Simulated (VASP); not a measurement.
Input of a VASP 6.6.1 run:

The input POSCAR:

```
BaTe
1.0
    0.0000000000      3.5323793482      3.5323793482
    3.5323793482      0.0000000000      3.5323793482
    3.5323793482      3.5323793482      0.0000000000
Ba Te
1 1
Direct
    0.0000000000      0.0000000000      0.0000000000
    0.5000000000      0.5000000000      0.5000000000
```

The input INCAR.step1:

```
SYSTEM = BaTe
PREC = Accurate
ENCUT = 520
EDIFF = 1E-5
ISMEAR = 0
SIGMA = 0.01
LREAL = .FALSE.
LASPH = .TRUE.
NELM = 80
ALGO = Normal
ISIF = 2
LWAVE = .TRUE.
LCHARG = .FALSE.
GGA = PE
NBANDS = 15
```

File INCAR.step2:

```
SYSTEM = BaTe
PREC = Accurate
ENCUT = 520
EDIFF = 1E-7
ISMEAR = 0
SIGMA = 0.01
LREAL = .FALSE.
LASPH = .TRUE.
NELM = 80
ALGO = Normal
ISIF = 2
LWAVE = .FALSE.
LCHARG = .FALSE.
GGA = PE
LHFCALC = .TRUE.
AEXX = 0.25
PRECFOCK = Normal
ISTART = 1
NBANDS = 15
```

File KPOINTS:

```
Automatic mesh
0
G
  4 4 4
  0 0 0
```

Potentials or basis: VASP PAW PBE potentials, release 64 (Ba_sv, Te).

Command:

```console
$ cat potpaw_PBE.64/Ba_sv/POTCAR potpaw_PBE.64/Te/POTCAR > POTCAR
$ cp INCAR.step1 INCAR
$ mpirun -np 1 vasp_std > vasp.out
$ cp INCAR.step2 INCAR
$ mpirun -np 1 vasp_std > vasp.out
```

(1) What does it give for the pressure?

(2) What does it give for the band gap on the k mesh?

Answers

(1) -0.1 GPa.

(2) 2.98 eV (least direct gap 3.42 eV).

Caveat: the PAW data sets were made with another functional, which shifts forces and pressure a little; spin-orbit coupling is left out, which moves the levels of the heavy elements.
